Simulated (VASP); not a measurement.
# TiSi18N24 (a cell with a defect) in VASP: a series of runs, part 3 of 3

VASP 6.6.1. The steps go on from the part before.

## Step 4: Single point, HSE06

POSCAR reads:

```
TiSi18N24
1.0
    7.6633883300      0.0000000000      0.0000000000
   -3.8316941700      6.6366889800      0.0000000000
    0.0000000000      0.0000000000      8.7784169900
Si N Ti
18 24 1
Direct
    0.2308012700      0.8242455900      0.2485584800
    0.4057004400      0.2307769100      0.0854888900
    0.8230926100      0.5918608400      0.0850844100
    0.1749206400      0.4070863400      0.2485904000
    0.5923104400      0.7681711900      0.2481688200
    0.7672520700      0.1747199800      0.0851183000
    0.2347947300      0.8259909300      0.5804325900
    0.4057484200      0.2299280500      0.4148102700
    0.8224330800      0.5921658800      0.4143294200
    0.1728274400      0.4092465000      0.5805906300
    0.5894596300      0.7636993300      0.5798748000
    0.7683377900      0.1754148600      0.4144541800
    0.2296648700      0.8235296800      0.9192206000
    0.4085775300      0.2352509300      0.7537879400
    0.8251952000      0.5896924500      0.7530999500
    0.1755854400      0.4067816100      0.9193308400
    0.5922440800      0.7690083100      0.9188606700
    0.7632176500      0.1729290800      0.7532575600
    0.3329125600      0.6667840000      0.2492258900
    0.6651113900      0.3321785300      0.0844121400
    0.9682068300      0.6690102400      0.2508301400
    0.2976102300      0.9694570000      0.0828728900
    0.6694985200      0.7000221600      0.0823510600
    0.3284831600      0.2988897900      0.2513140800
    0.0298459700      0.3299690100      0.0828452600
    0.7004281000      0.0294947500      0.2507954900
    0.3326155200      0.6667295000      0.5857801300
    0.6652090000      0.3321899400      0.4215964700
    0.9684758900      0.6848503600      0.5844824000
    0.3017281500      0.9694319800      0.4162159000
    0.6655037600      0.6960923800      0.4156411200
    0.3129445600      0.2836361400      0.5853490000
    0.0299590100      0.3341993000      0.4160783100
    0.7165607700      0.0292374300      0.5845658800
    0.3327762200      0.6667404100      0.9120837400
    0.6654114000      0.3322099500      0.7479602500
    0.9680374500      0.6647911200      0.9176017200
    0.2814646800      0.9696962900      0.7491184400
    0.6850884100      0.7153343200      0.7483385600
    0.3325015900      0.3028158100      0.9180112200
    0.0295178300      0.3140927700      0.7492084700
    0.6962997900      0.0295084300      0.9174755700
   -0.0010084600     -0.0005498500      0.6668894400
```

INCAR.step1 reads:

```
SYSTEM = TiSi18N24
  PREC = Accurate
  ENCUT = 520
  EDIFF = 1E-5
  ISMEAR = -1
  SIGMA = 0.01
  LREAL = Auto
  LASPH = .TRUE.
  NELM = 120
  ALGO = Normal
  ISIF = 2
  LWAVE = .TRUE.
  LCHARG = .FALSE.
  GGA = PE
  NELECT = 202.0
  NBANDS = 129
  GGA_COMPAT = .FALSE.
  ISYM = -1
```

INCAR.step2 reads:

```
SYSTEM = TiSi18N24
  PREC = Accurate
  ENCUT = 520
  EDIFF = 1E-6
  ISMEAR = -1
  SIGMA = 0.01
  LREAL = Auto
  LASPH = .TRUE.
  NELM = 120
  ALGO = Normal
  ISIF = 2
  LWAVE = .FALSE.
  LCHARG = .FALSE.
  GGA = PE
  LHFCALC = .TRUE.
  HFSCREEN = 0.2079
  PRECFOCK = Fast
  ISTART = 1
  NELECT = 202.0
  NBANDS = 129
  GGA_COMPAT = .FALSE.
  ISYM = -1
```

KPOINTS reads:

```
explicit points
1
Reciprocal
  0.25000000   0.25000000   0.25000000 1
```

Potentials or basis: VASP PAW PBE potentials, release 64 (Si, N, Ti_sv).

Started as:

```sh
$ cat potpaw_PBE.64/Si/POTCAR potpaw_PBE.64/N/POTCAR potpaw_PBE.64/Ti_sv/POTCAR > POTCAR
$ cp INCAR.step1 INCAR
$ mpirun -np 1 vasp_std > vasp.out
$ cp INCAR.step2 INCAR
$ mpirun -np 1 vasp_std > vasp.out
```

OUTCAR:

```text
SYSTEM = TiSi18N24
   PREC = Accurate
   ENCUT = 520
   EDIFF = 1E-6
   ISMEAR = -1
   LREAL = Auto
   LASPH = .TRUE.
   NELM = 120
   ISIF = 2
   GGA = PE
   LHFCALC = .TRUE.
   HFSCREEN = 0.2079
   PRECFOCK = Fast
   ISTART = 1
   NELECT = 202.0
   ISYM = -1

 ion  position               nearest neighbor table
   1  0.231  0.824  0.249-  19 1.74  22 1.75  21 1.75  30 1.76  13 2.89   7 2.91   4 3.01   5 3.01
                             2 3.06   8 3.07   3 3.07   9 3.08
   2  0.406  0.231  0.085-  20 1.74  22 1.74  24 1.75  40 1.76   8 2.89  14 2.91   3 3.01   6 3.01
                             1 3.06   4 3.06  16 3.07  13 3.08
   3  0.823  0.592  0.085-  20 1.74  21 1.75  23 1.75  37 1.76   9 2.89  15 2.91   6 3.01   2 3.01
                             5 3.06   1 3.07  13 3.07  17 3.08
   4  0.175  0.407  0.249-  19 1.74  25 1.75  24 1.75  33 1.76  16 2.89  10 2.91   1 3.01   5 3.01
                             2 3.06   6 3.07  12 3.07   8 3.08
   5  0.592  0.768  0.248-  19 1.74  26 1.74  23 1.75  31 1.76  17 2.89  11 2.91   4 3.01   1 3.01
                             6 3.06   3 3.06   9 3.07  12 3.08
   6  0.767  0.175  0.085-  20 1.74  26 1.75  25 1.75  42 1.76  12 2.89  18 2.91   3 3.01   2 3.01
                             5 3.06  17 3.07   4 3.07  16 3.08
   7  0.235  0.826  0.580-  27 1.72  30 1.73  29 1.77  38 1.77  43 2.83   1 2.91  13 2.97  10 2.98
                            11 2.99   8 3.06   9 3.11  15 3.12  14 3.12
   8  0.406  0.230  0.415-  24 1.73  28 1.74  30 1.74  32 1.79   2 2.89  14 2.98   9 3.01  12 3.01
                             7 3.06   1 3.07   4 3.08  10 3.11
   9  0.822  0.592  0.414-  21 1.73  28 1.74  31 1.74  29 1.79   3 2.89  15 2.97   8 3.01  12 3.01
[... 41 lines left out ...]
  41  0.030  0.314  0.749-  10 1.77  18 1.77  16 1.79
  42  0.696  0.030  0.917-  18 1.73  17 1.74   6 1.76
  43  0.999  0.999  0.667-  18 2.83   7 2.83  15 2.83  11 2.83  10 2.83  14 2.83

IMPORTANT INFORMATION: All symmetrisations will be switched off!
NOSYMM: (Re-)initialisation of all symmetry stuff for point group C_1.

----------------------------------------------------------------------------------------

                                     Primitive cell

  volume of cell :     446.4661

  direct lattice vectors                    reciprocal lattice vectors
     7.663388330  0.000000000  0.000000000     0.130490582  0.075338772  0.000000000
    -3.831694170  6.636688980  0.000000000     0.000000000  0.150677545  0.000000000
     0.000000000  0.000000000  8.778416990     0.000000000  0.000000000  0.113915755

  length of vectors
     7.663388330  7.663388339  8.778416990     0.150677545  0.150677545  0.113915755

  position of ions in fractional coordinates (direct lattice)
     0.230801270  0.824245590  0.248558480
     0.405700440  0.230776910  0.085488890
     0.823092610  0.591860840  0.085084410
     0.174920640  0.407086340  0.248590400
     0.592310440  0.768171190  0.248168820
     0.767252070  0.174719980  0.085118300
[... 35 lines left out ...]
     0.696299790  0.029508430  0.917475570
     0.998991540  0.999450150  0.666889440

  ion indices of the primitive-cell ions
   primitive index   ion index
                 1           1
                 2           2
                 3           3
                 4           4
                 5           5
                 6           6
[... 35 lines left out ...]
                42          42
                43          43

----------------------------------------------------------------------------------------

 KPOINTS: explicit points

Read explicit list of k-points.

 Found      1 k-points:

 Following reciprocal coordinates:
            Coordinates               Weight
  0.250000  0.250000  0.250000      1.000000
   k-points           NKPTS =      1   k-points in BZ     NKDIM =      1   number of bands    NBANDS=    129
   number of dos      NEDOS =    301   number of ions     NIONS =     43
   total plane-waves  NPLWV = 252000
   dimension x,y,z NGX =    60 NGY =   60 NGZ =   70
   dimension x,y,z NGXF=   120 NGYF=  120 NGZF=  140
   ions per type =              18  24   1
   NGX,Y,Z   is equivalent  to a cutoff of  13.02, 13.02, 13.26 a.u.
   NGXF,Y,Z  is equivalent  to a cutoff of  26.03, 26.03, 26.51 a.u.
 SYSTEM =  TiSi18N24
   PREC   = accura    normal or accurate (medium, high low for compatibility)
   ISTART =      1    job   : 0-new  1-cont  2-samecut
   ICHARG =      0    charge: 1-file 2-atom 10-const
   ISPIN  =      1    spin polarized calculation?
   LNONCOLLINEAR =      F non collinear calculations
   LSORBIT =      F    spin-orbit coupling
   LASPH  =      T    aspherical Exc in radial PAW
   ENCUT  =  520.0 eV  38.22 Ry    6.18 a.u.  14.25 14.25 16.32*2*pi/ulx,y,z
   NELM   =    120;   NELMIN=  2; NELMDL=  0     # of ELM steps
   EDIFF  = 0.1E-05   stopping-criterion for ELM
   LREAL  =      T    real-space projection
   EDIFFG = 0.1E-04   stopping-criterion for IOM
   NSW    =      0    number of steps for IOM
   IBRION =     -1    ionic relax: 0-MD 1-quasi-New 2-CG
   NFREE  =      0    steps in history (QN), initial steepest desc. (CG)
   ISIF   =      2    stress and relaxation
   ISYM   =     -1    0-nonsym 1-usesym 2-fastsym
   POTIM  = 0.5000    time-step for ionic-motion
   TEBEG  =    0.0;   TEEND  =   0.0 temperature during run
   PSTRESS=    0.0 pullay stress
   NELECT =     202.0000    total number of electrons
   NUPDOWN=      -1.0000    fix difference up-down
   EMIN   =  10.00;   EMAX   =-10.00  energy-range for DOS
   EFERMI =   0.00;   METHOD = LEGACY
   ISMEAR =    -1;   SIGMA  =   0.01  broadening in eV -4-tet -1-fermi 0-gaus
   EFERMI_NEDOS =   21; number of points for ismear=-14 and -15
   IALGO  =     38    algorithm
   IMIX   =      1    mixing-type and parameters
     AMIX     =   0.40;   BMIX     =  1.00
     AMIX_MAG =   1.60;   BMIX_MAG =  1.00
  volume/ion in A,a.u.               =      10.38        70.07
  Fermi-wavevector in a.u.,A,eV,Ry     =   1.256789  2.374987 21.490663  1.579519
  Thomas-Fermi vector in A             =   2.390480
   LORBIT       =      0    0 simple, 1 ext, 2 COOP (PROOUT), +10 PAW based schemes
   GGA     = PE    functional components
   LHFCALC =     T    Hartree Fock is set to
   PRECFOCK=fast      Normal, Fast or Accurate (Low or Medium for compatibility)
   ENCUT4O =  -1.0   cutoff for four orbital integrals eV
   NKREDX  =     1    reduce k-point grid by
   NKREDY  =     1    reduce k-point grid by
   NKREDZ  =     1    reduce k-point grid by
   AEXX    =    0.2500 exact exchange contribution
   HFSCREEN=    0.2079 screening length (either q_TF or 0.3 A-1)
   HFSCREENC=   0.2079 screening length for correlation (either q_TF or 0.3 A-1)
   ENCUTFOCK=  -1.0 apply spherical cutoff to Coloumb kernel
   IVDW    =     0    specifies the selected vdW correction
   LEPSILON=     F    determine dielectric tensor
   LRPA    =     F    only Hartree local field effects (RPA)
 non-spin polarized calculation
  energy-cutoff  :      520.00
  volume of cell :      446.47
 maximum number of plane-waves:     12026
 NGX is ok and might be reduce to    56
  NGX = 30; NGY = 30; NGZ = 36

 number of electron     202.0000000 magnetization

 Free energy of the ion-electron system (eV)
  ---------------------------------------------------
  ext. energy  EPLUGINS =         0.00000000
  ---------------------------------------------------
  free energy    TOTEN  =      -436.82088148 eV

  energy without entropy =     -436.82088148  energy(sigma->0) =     -436.82088148

 E-fermi :   8.0273     XC(G=0):  -8.9941

 val. band max:        7.6453860747   @ k =   0.2500   0.2500   0.2500
 cond. band min:      10.0719508169   @ k =   0.2500   0.2500   0.2500
 fundamental gap:      2.4265647423
 Fermi energy:         8.0273249584

 k-point     1 :       0.2500    0.2500    0.2500
  band No.  band energies     occupation
      1     -53.1947      2.00000
      2     -28.0097      2.00000
      3     -27.9492      2.00000
      4     -27.9086      2.00000
      5     -13.1483      2.00000
      6     -12.6492      2.00000
[... 105 lines left out ...]
    112      12.9622      0.00000
    113      13.1582      0.00000
 [bands above 113 left out]

------------------------ aborting loop because EDIFF is reached ----------------------------------------

  FORCE on cell =-STRESS in cart. coord.  units (eV):
  Direction    XX          YY          ZZ          XY          YZ          ZX
  --------------------------------------------------------------------------------------
  -------------------------------------------------------------------------------------
  Total      -37.6459199    -36.7589885    -38.9418171      0.5819176     -0.3314376     -0.0577012
  in kB     -135.0952224   -131.9124023   -139.7456474      2.0882551     -1.1893887     -0.2070651
  external PRESSURE =    -135.5844241 kB  Pullay stress =       0.0000000 kB

 VOLUME and BASIS-vectors are now :
 -----------------------------------------------------------------------------
  energy-cutoff  :      520.00
  volume of cell :      446.47
      direct lattice vectors                 reciprocal lattice vectors
     7.663388330  0.000000000  0.000000000     0.130490582  0.075338772  0.000000000
    -3.831694170  6.636688980  0.000000000     0.000000000  0.150677545  0.000000000
     0.000000000  0.000000000  8.778416990     0.000000000  0.000000000  0.113915755

 POSITION                                       TOTAL-FORCE (eV/Angst)
 -----------------------------------------------------------------------------------
     -1.38954      5.47026      2.18195        -0.014576     -0.049700     -0.007858
      2.22477      1.53159      0.75046         0.031472     -0.011235      0.003588
      4.03985      3.92800      0.74691        -0.037920     -0.011963     -0.002591
     -0.21935      2.70171      2.18223         0.038955      0.018817      0.000230
      1.59571      5.09811      2.17853        -0.023521      0.021099      0.001391
      5.21028      1.15956      0.74720         0.005668      0.033285     -0.005482
[... 35 lines left out ...]
      5.22295      0.19584      8.05398         0.028170      0.042051     -0.049348
      3.82607      6.63304      5.85423        -0.033132      0.014011      0.036878
 -----------------------------------------------------------------------------------
    total drift:                                0.012584      0.002970     -0.011472

  FREE ENERGIE OF THE ION-ELECTRON SYSTEM (eV)
  ---------------------------------------------------
  free  energy   TOTEN  =      -436.8208814770 eV

  energy  without entropy=     -436.8208814770  energy(sigma->0) =     -436.82088148
```

It took 46 min on 1 thread of Intel Xeon 6975P-C (Granite Rapids), shared host; peak memory 0.73 GiB.

Results:

```
Free energy   : -436.8209 eV
Largest force : 0.134 eV/Å
```

Forces in eV/Å, atoms in the order of the input:
```
Si  -0.015 -0.050 -0.008
Si   0.031 -0.011  0.004
Si  -0.038 -0.012 -0.003
Si   0.039  0.019  0.000
Si  -0.024  0.021  0.001
Si   0.006  0.033 -0.005
Si   0.059 -0.099 -0.015
Si   0.031 -0.027 -0.006
Si  -0.047 -0.013 -0.010
Si   0.066  0.114 -0.019
Si  -0.099 -0.010 -0.017
Si   0.007  0.046 -0.015
Si  -0.017 -0.068  0.027
Si   0.087 -0.003  0.020
Si  -0.059 -0.118  0.020
Si   0.060  0.019  0.019
Si  -0.029  0.033  0.030
Si  -0.052  0.091  0.024
N    0.000  0.001 -0.007
N   -0.002 -0.010 -0.002
N   -0.031 -0.016  0.010
N    0.008 -0.060 -0.018
N   -0.046  0.030 -0.002
N    0.037 -0.023  0.004
N    0.044  0.024 -0.011
N   -0.009  0.044  0.010
N    0.006  0.012 -0.026
N    0.003 -0.006 -0.004
N    0.052 -0.026  0.032
N   -0.031 -0.054  0.078
N   -0.047  0.058  0.071
N   -0.014  0.031 -0.012
N    0.079 -0.002  0.079
N   -0.052 -0.023  0.003
N   -0.001  0.001  0.024
N    0.000  0.006 -0.002
N   -0.045  0.035 -0.064
N    0.047 -0.001 -0.059
N   -0.008 -0.004 -0.036
N    0.009 -0.047 -0.065
N    0.002  0.008 -0.041
N    0.028  0.042 -0.049
Ti  -0.033  0.014  0.037
```

Levels at points of the mesh, in eV from the Fermi level:
| k point | band 97 | band 98 | band 99 | band 100 | band 101 | band 102 | band 103 | band 104 | band 105 | band 106 |
| --- | --- | --- | --- | --- | --- | --- | --- | --- | --- | --- |
| (0.25, 0.25, 0.25) | -2.85 | -2.53 | -2.45 | -2.34 | -0.38 | 2.04 | 2.39 | 3.77 | 3.86 | 4.39 |

Caveat: the cell carries a net charge on a neutralising background, which shifts energy and pressure; the cell is charged against a uniform background, so pressure and absolute levels hang on convention; the PAW data sets were made with another functional, which shifts forces and pressure a little.
